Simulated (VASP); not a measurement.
Runs of VASP 6.6.1 on BiO. The structure is that of space group P4/nmm (No. 129), or close to it. The cells are those of the table. 

```csv
task,cell,k mesh,cutoff (eV),gap on the mesh (eV),pressure (GPa),largest force (eV/Å)
single point,"a = 3.748, b = 3.748, c = 5.300 Å, 4 atoms",4 × 4 × 4,520,none,10.0,0.98
relaxation of cell and atoms,"relaxed from a = 3.748, b = 3.748, c = 5.300 Å, 4 atoms",4 × 4 × 4,600,none,-0.1,0.02
single point,"a = 4.157, b = 4.157, c = 4.758 Å, 4 atoms",12 × 12 × 10,520,none,(b),0.03
single point,"a = 4.083, b = 4.083, c = 4.785 Å, 4 atoms",4 × 4 × 4,520,none,(a),0.01
```

Alike in all rows: level PBE; potentials or basis VASP PAW PBE potentials, release 64 (Bi_d, O); no spin polarisation; smearing gaussian 0.1 eV.

Problem. Estimate the missing entries.

Solution. (a) 0.2; (b) 0.1.

Caveats: some runs use coarse meshes; spin-orbit coupling is left out, which moves the levels of the heavy elements.

A k mesh can miss the band edges, and the runs leave out spin-orbit coupling on Bi.

A gap of «none» marks levels without a gap at the run's occupations.
